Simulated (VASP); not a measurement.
# ZrNb2N3 in VASP: a series of runs, part 2 of 2

VASP 6.6.1. The steps go on from the part before.

**5. Single point, PBE**

This run uses another cell than the first one, of 21.78 Å³/atom.

Input file INCAR:

```
  PREC = Accurate
  ENCUT = 600
  EDIFF = 1E-6
  ISMEAR = 0
  SIGMA = 0.15
  LREAL = False
  LASPH = True
  NELM = 120
  ALGO = Normal
  ISIF = 2
  LWAVE = False
  LCHARG = True
  GGA = PE
  LELF = True
  LVHAR = True
  NBANDS = 36
  GGA_COMPAT = False
```

Input file KPOINTS:

```
Automatic mesh
0
Gamma
  4 4 2
```

Input file POSCAR:

```
ZrNb2N3
1.0
    3.6231321037      0.0000000000      0.0000000000
   -1.8115660519      3.1377244431      0.0000000000
    0.0000000000      0.0000000000     11.4941094173
Zr Nb N
1 2 3
Direct
    0.0000000000      0.0000000000      0.0000000000
    0.0000000000      0.0000000000      0.3414302607
    0.0000000000      0.0000000000      0.6585697393
    0.3333333333      0.6666666667      0.0000000000
    0.6666666667      0.3333333333      0.0000000000
    0.0000000000      0.0000000000      0.5000000000
```

Potentials or basis: VASP PAW PBE potentials, release 64 (Zr_sv, Nb_sv, N).

The run is started by

```
> cat potpaw_PBE.64/Zr_sv/POTCAR potpaw_PBE.64/Nb_sv/POTCAR potpaw_PBE.64/N/POTCAR > POTCAR
> mpirun -np 1 vasp_std > vasp.out
```

OUTCAR:

```text
PREC = Accurate
   ENCUT = 600
   EDIFF = 1E-6
   ISMEAR = 0
   LREAL = False
   LASPH = True
   NELM = 120
   ISIF = 2
   GGA = PE

 ion  position               nearest neighbor table
   1  0.000  0.000  0.000-   4 2.09   5 2.09   5 2.09   4 2.09   5 2.09   4 2.09
   2  0.000  0.000  0.341-   6 1.82
   3  0.000  0.000  0.659-   6 1.82
   4  0.333  0.667  0.000-   1 2.09   1 2.09   1 2.09
   5  0.667  0.333  0.000-   1 2.09   1 2.09   1 2.09
   6  0.000  0.000  0.500-   2 1.82   3 1.82
[... 501 lines left out ...]
  -------------------------------------------------------------------------------------
  Total       -0.0502056     -0.0502056      0.3289005      0.0000000      0.0000000      0.0000000
  in kB       -0.6155858     -0.6155858      4.0327456      0.0000000      0.0000000      0.0000000
  external PRESSURE =       0.9338580 kB  Pullay stress =       0.0000000 kB

 VOLUME and BASIS-vectors are now :
 -----------------------------------------------------------------------------
  energy-cutoff  :      600.00
  volume of cell :      130.67
      direct lattice vectors                 reciprocal lattice vectors
     3.623132104  0.000000000  0.000000000     0.276004289  0.159351151  0.000000000
    -1.811566052  3.137724443  0.000000000     0.000000000  0.318702301  0.000000000
     0.000000000  0.000000000 11.494109417     0.000000000  0.000000000  0.087001086

 POSITION                                       TOTAL-FORCE (eV/Angst)
 -----------------------------------------------------------------------------------
      0.00000      0.00000      0.00000        -0.000000      0.000000     -0.000000
      0.00000      0.00000      3.92444         0.000000      0.000000      0.025067
      0.00000      0.00000      7.56967        -0.000000     -0.000000     -0.025067
     -0.00000      2.09182      0.00000        -0.000000     -0.000000     -0.000000
      1.81157      1.04591      0.00000         0.000000      0.000000      0.000000
      0.00000      0.00000      5.74705        -0.000000      0.000000     -0.000000
 -----------------------------------------------------------------------------------
    total drift:                               -0.000000      0.000000      0.000000

  FREE ENERGIE OF THE ION-ELECTRON SYSTEM (eV)
  ---------------------------------------------------
  free  energy   TOTEN  =       -46.8607462661 eV

  energy  without entropy=      -46.8047863023  energy(sigma->0) =      -46.83276628
```

stdout:

```text
POSCAR found type information on POSCAR ZrNbN
 POSCAR found :  3 types and       6 ions
 scaLAPACK will be used
 LDA part: xc-table for (Slater+PW92), standard interpolation
 POSCAR, INCAR and KPOINTS ok, starting setup
 FFT: planning ... GRIDC
 FFT: planning ... GRID_SOFT
 FFT: planning ... GRID
 WAVECAR not read
 entering main loop
```

Wall time 59 s (1 thread of Intel Xeon 6975P-C (Granite Rapids), shared host); peak memory 0.29 GiB.

What came out:

- Free energy: -46.8607 eV
- Pressure: 0.1 GPa
- Largest force: 0.025 eV/Å
- Band gap on the k mesh: zero (an odd number of electrons rules out a gap without spin polarisation)

Forces on the atoms (eV/Å):
```
Zr   0.000  0.000  0.000
Nb   0.000  0.000  0.025
Nb   0.000  0.000 -0.025
N    0.000  0.000  0.000
N    0.000  0.000  0.000
N    0.000  0.000  0.000
```

Caveat: the k points lie up to 0.50 Å⁻¹ apart, too coarse for converged energies and pressures of a metal.

**6. Single point, PBE**

This run uses another cell than the first one, of 12.53 Å³/atom.

Input file INCAR:

```
  PREC = Accurate
  ENCUT = 600
  EDIFF = 1E-6
  ISMEAR = 0
  SIGMA = 0.15
  LREAL = F
  LASPH = T
  NELM = 120
  ALGO = Normal
  ISIF = 2
  LWAVE = F
  LCHARG = F
  GGA = PE
  NBANDS = 36
  GGA_COMPAT = F
```

Input file KPOINTS:

```
regular mesh
0
Gamma
  3 3 4
```

Input file POSCAR:

```
ZrNb2N3
1.0
    2.7412747917     -4.7556551121      0.0073041680
    2.7412747917      4.7556551121      0.0073041680
   -0.0124104684      0.0000000000      2.8831930773
Zr Nb N
1 2 3
Direct
    0.0000000000      0.0000000000      0.0000000000
    0.6666590441      0.3333409559      0.0000000000
    0.3333409559      0.6666590441      0.0000000000
    0.0000000000      0.5000000000      0.5000000000
    0.5000000000      0.0000000000      0.5000000000
    0.5000000000      0.5000000000      0.5000000000
```

Potentials or basis: VASP PAW PBE potentials, release 64 (Zr_sv, Nb_sv, N).

The run is started by

```
> cat potpaw_PBE.64/Zr_sv/POTCAR potpaw_PBE.64/Nb_sv/POTCAR potpaw_PBE.64/N/POTCAR > POTCAR
> mpirun -np 1 vasp_std > vasp.out
```

It took 36 s on 1 thread of Intel Xeon 6975P-C (Granite Rapids), shared host; peak memory 0.24 GiB.

Results (log left out):

```
Free energy            : -56.7044 eV
Pressure               : -0.5 GPa
Band gap on the k mesh : zero (an odd number of electrons rules out a gap without spin polarisation)
```

Stress tensor (GPa, compression positive):
```
-0.42  0.00  0.07
 0.00 -0.43  0.00
 0.07  0.00 -0.57
```

Levels at points of the mesh, in eV from the Fermi level:
```
           k point  band 23  band 24  band 25  band 26  band 27  band 28  band 29  band 30  band 31  band 32
(0.00, 0.00, 0.00)    -2.86    -2.47    -2.25    -2.00    -0.85    -0.83     1.11     1.11     1.44     1.66
(0.00, 0.00, 0.50)    -3.40    -1.25    -0.92    -0.91     0.46     0.48     1.21     1.22     1.64     2.74
```

Caveat: the k points lie up to 0.54 Å⁻¹ apart, too coarse for converged energies and pressures of a metal.

**7. Relaxation of cell and atoms, PBE**

This run uses another cell than the first one, of 14.18 Å³/atom.

Input file INCAR:

```
PREC = Accurate
ENCUT = 600
EDIFF = 1E-7
ISMEAR = 0
SIGMA = 0.15
LREAL = False
LASPH = True
NELM = 120
ALGO = Normal
ISIF = 3
LWAVE = False
LCHARG = False
GGA = PE
IBRION = 2
NSW = 36
EDIFFG = -0.08
GGA_COMPAT = False
NELMIN = 4
```

Input file KPOINTS:

```
regular mesh
0
Gamma
  4 4 2
```

Input file POSCAR:

```
ZrNb2N3
1.0
    3.3852686600      0.0000000000      0.0000000000
   -1.6926343300      2.9317286600      0.0000000000
    0.0000000000      0.0000000000      8.5727713900
Zr Nb N
1 2 3
Direct
    0.0000000000      0.0000000000      0.0000000000
    0.0000000000      0.0000000000      0.3328261200
    0.0000000000      0.0000000000      0.6671738800
    0.3333333300      0.6666666700      0.0000000000
    0.6666666700      0.3333333300      0.0000000000
    0.0000000000      0.0000000000      0.5000000000
```

Potentials or basis: VASP PAW PBE potentials, release 64 (Zr_sv, Nb_sv, N).

The run is started by

```
> cat potpaw_PBE.64/Zr_sv/POTCAR potpaw_PBE.64/Nb_sv/POTCAR potpaw_PBE.64/N/POTCAR > POTCAR
> mpirun -np 1 vasp_std > vasp.out
```

OUTCAR:

```text
PREC = Accurate
   ENCUT = 600
   EDIFF = 1E-7
   ISMEAR = 0
   LREAL = False
   LASPH = True
   NELM = 120
   ISIF = 3
   GGA = PE
   IBRION = 2
   NSW = 36
   EDIFFG = -0.08
   NELMIN = 4

 ion  position               nearest neighbor table
   1  0.000  0.000  0.000-   4 1.95   5 1.95   5 1.95   4 1.95   5 1.95   4 1.95   2 2.85   3 2.85

   2  0.000  0.000  0.333-   6 1.43   1 2.85   3 2.87
   3  0.000  0.000  0.667-   6 1.43   1 2.85   2 2.87
   4  0.333  0.667  0.000-   1 1.95   1 1.95   1 1.95
   5  0.667  0.333  0.000-   1 1.95   1 1.95   1 1.95
   6  0.000  0.000  0.500-   2 1.43   3 1.43

  LATTYP: Found a hexagonal cell.
 ALAT       =     3.3852686600
[... 222 lines left out ...]
  -------------------------------------------------------------------------------------
  Total      -13.6147980    -13.6147980    -37.1502612      0.0000000     -0.0000000     -0.0000000
  in kB     -100.0486794   -100.0486795   -272.9996125      0.0000000     -0.0000000     -0.0000000
  external PRESSURE =    -157.6989904 kB  Pullay stress =       0.0000000 kB
[... 622 lines left out ...]
     30       6.3732      0.00000
     31       6.5883      0.00000

[... ionic steps 4 to 17 ...]

--------------------------------------- Ionic step       18  -------------------------------------------

 number of electron      52.9999999 magnetization

------------------------ aborting loop because EDIFF is reached ----------------------------------------
[... 75 lines left out ...]
--------------------------------------- Ionic step       20  -------------------------------------------

 number of electron      52.9999999 magnetization

 Free energy of the ion-electron system (eV)
  ---------------------------------------------------
  ext. energy  EPLUGINS =         0.00000000
  ---------------------------------------------------
  free energy    TOTEN  =       -46.70806107 eV

  energy without entropy =      -46.65008773  energy(sigma->0) =      -46.67907440

 E-fermi :   4.5604     XC(G=0):  -9.4954

 val. band max:        4.5245886087   @ k =   0.2500   0.0000   0.5000
 cond. band min:       4.5752418145   @ k =   0.2500   0.0000   0.0000
 fundamental gap:      0.0506532058
 Fermi energy:         4.5603982839
[... 303 lines left out ...]
  FREE ENERGIE OF THE ION-ELECTRON SYSTEM (eV)
  ---------------------------------------------------
  free  energy   TOTEN  =       -46.7080610674 eV

  energy  without entropy=      -46.6500877252  energy(sigma->0) =      -46.67907440

 reached required accuracy - stopping structural energy minimisation
```

Wall time 13 min (1 thread of Intel Xeon 6975P-C (Granite Rapids), shared host); peak memory 0.25 GiB.

What came out:

* Free energy: -46.7081 eV
* Relaxed volume: 20.93 Å³/atom
* Relaxed cell: a = 3.622 Å, b = 3.622 Å, c = 11.051 Å, α = 90.00°, β = 90.00°, γ = 120.00°
* Space group after relaxing (to 0.1 Å): P6/mmm (No. 191)
* Pressure after relaxing: 0.2 GPa
* Largest force after relaxing: 0.024 eV/Å
* Band gap on the k mesh: zero (an odd number of electrons rules out a gap without spin polarisation)

Forces in eV/Å, atoms in the order of the input:
```
Zr   0.000  0.000  0.000
Nb   0.000  0.000 -0.024
Nb   0.000  0.000  0.024
N    0.000  0.000  0.000
N    0.000  0.000  0.000
N    0.000  0.000  0.000
```

Stress tensor (GPa, compression positive):
```
0.08 0.00 0.00
0.00 0.08 0.00
0.00 0.00 0.39
```

Final structure:
```yaml
crystal:
  lattice:
    - [3.62209, 0.00000, 0.00000]
    - [-1.81105, 3.13682, 0.00000]
    - [0.00000, 0.00000, 11.05126]
  atoms:
    - { symbol: Zr, position: [0.00000, 0.00000, 0.00000] }
    - { symbol: Nb, position: [0.00000, 0.00000, 0.33543] }
    - { symbol: Nb, position: [0.00000, 0.00000, 0.66457] }
    - { symbol: N, position: [0.33333, 0.66667, 0.00000] }
    - { symbol: N, position: [0.66667, 0.33333, 0.00000] }
    - { symbol: N, position: [0.00000, 0.00000, 0.50000] }
```

Levels at points of the mesh, in eV from the Fermi level:
```
           k point  band 22  band 23  band 24  band 25  band 26  band 27  band 28  band 29  band 30  band 31
(0.00, 0.00, 0.00)    -3.11    -2.38    -1.17     0.28     0.28     0.38     0.38     0.79     1.07     1.07
(0.50, 0.00, 0.00)    -1.48    -1.43    -1.33    -0.94    -0.26     0.36     0.56     0.75     0.86     2.09
(0.00, 0.00, 0.50)    -2.87    -2.80    -0.23     0.28     0.28     0.38     0.38     0.79     0.85     1.09
(0.50, 0.00, 0.50)    -1.58    -1.33    -1.22    -1.12    -0.45     0.82     0.84     0.87     0.95     2.03
```

Caveat: the k points lie up to 0.50 Å⁻¹ apart in the final cell, too coarse for converged energies and pressures of a metal; the volume moved by over 15 % at a fixed basis, so the end points are rough.

**8. Overview**

| task | cell | k mesh | gap on the mesh (eV) | pressure (GPa) | largest force (eV/Å) |
| --- | --- | --- | --- | --- | --- |
| single point | a = 4.509, b = 4.509, c = 4.208 Å, angles 90.0, 90.0, 120.0°, 6 atoms, atomic positions A | 4 × 4 × 2 | none | 0.1 | 0.01 |
| single point | a = 5.580, b = 5.580, c = 3.927 Å, angles 90.0, 90.0, 120.0°, 6 atoms, atomic positions B | 3 × 3 × 3 | none | 0.1 | - |
| single point | a = 5.485, b = 5.485, c = 2.885 Å, angles 90.0, 90.0, 120.0°, 6 atoms, atomic positions C | 3 × 3 × 4 | none | -0.4 | - |
| single point | a = 3.623, b = 3.623, c = 11.494 Å, angles 90.0, 90.0, 120.0°, 6 atoms, atomic positions D | 4 × 4 × 2 | none | 0.1 | 0.03 |
| single point | a = 5.489, b = 5.489, c = 2.883 Å, angles 90.0, 90.0, 120.1°, 6 atoms, atomic positions C | 3 × 3 × 4 | none | -0.5 | - |
| relaxation of cell and atoms | relaxed from a = 3.385, b = 3.385, c = 8.573 Å, angles 90.0, 90.0, 120.0°, 6 atoms, atomic positions E | 4 × 4 × 2 | none | 0.2 | 0.02 |

Alike in all rows: level PBE; potentials or basis VASP PAW PBE potentials, release 64 (Zr_sv, Nb_sv, N); no spin polarisation; cutoff (eV) 600; smearing gaussian 0.15 eV.

Caveats: all runs use coarse meshes; the volume moved by over 15 % at a fixed basis, so the end points are rough (at least some runs).

Total energies depend on the potentials used, so only differences within one code and one set of settings carry meaning.
